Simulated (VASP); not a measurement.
Here is a VASP 6.6.1 calculation.

File INCAR:

```
  ALGO = Fast
  EDIFF = 1E-6
  ENCUT = 520
  GGA = CA
  ISIF = 2
  ISMEAR = -1
  LASPH = T
  LCHARG = T
  LELF = T
  LREAL = F
  LVHAR = T
  LWAVE = F
  NBANDS = 20
  NELM = 80
  PREC = Accurate
  SIGMA = 0.05
```

File KPOINTS:

```
k-points
0
Gamma
  10 8 7
```

POSCAR

```
Ga
1.0
    2.7470977471      0.0000000000     -0.0223174277
    0.0000000000      3.1836835300      0.0000000000
   -1.3603365731      0.0000000000      3.9821915693
Ga
2
Direct
    0.1287895866      0.7500000000      0.7684720990
    0.8712104134      0.2500000000      0.2315279010
```

Potentials or basis: VASP PAW LDA potentials, release 64 (Ga_d).

The run is started by

```console
$ cat potpaw_LDA.64/Ga_d/POTCAR > POTCAR
$ mpirun -np 1 vasp_std > vasp.out
```

**Question.** What does it give for the band gap on the k mesh?

**Answer.** Zero (band 13 reaches 10.72 eV, above the bottom of band 14 at 1.73 eV).

**Question.** Estimate the pressure.

**Answer.** 0.1 GPa.

Forces on the atoms (eV/Å):
```
Ga  -0.006  0.000  0.001
Ga   0.006  0.000 -0.001
```
